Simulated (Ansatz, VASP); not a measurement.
**One calculation of BeP3, two programs**

```
CELL_PARAMETERS angstrom
-1.88167 1.88167 4.20321
1.88167 -1.88167 4.20321
1.88167 1.88167 -4.20321
ATOMIC_POSITIONS crystal
Be 0.00000 0.00000 0.00000
P 0.50000 0.50000 0.00000
P 0.25000 0.75000 0.50000
P 0.75000 0.25000 0.50000
```

Alike in both runs: task single point; functional PBE; k mesh 6 × 6 × 6; occupations gaussian, width 0.1 eV; no spin polarisation.

|  | VASP | Ansatz |
| --- | --- | --- |
| version | VASP 6.6.1 | Ansatz 0.2.0 |
| potentials or method | VASP PAW PBE potentials, release 64 (Be, P), cutoff 520 eV | scalar-relativistic, plane waves, PAW |
| valence electrons in the cell | 17 | 17 |

|  | VASP | Ansatz | Ansatz less VASP |
| --- | --- | --- | --- |
| gap on the k mesh at the Fermi level (eV) | none | none | - |
| pressure (GPa) | -9.0 | -8.9 | +0.10 |
| traceless stress, the component that is largest in VASP (GPa) | 3.15 | 3.14 | -0.004 |

A gap of «none» marks a metal or a gap that the smearing closes.

The k mesh is coarse, so the values compare programs but aren't converged.
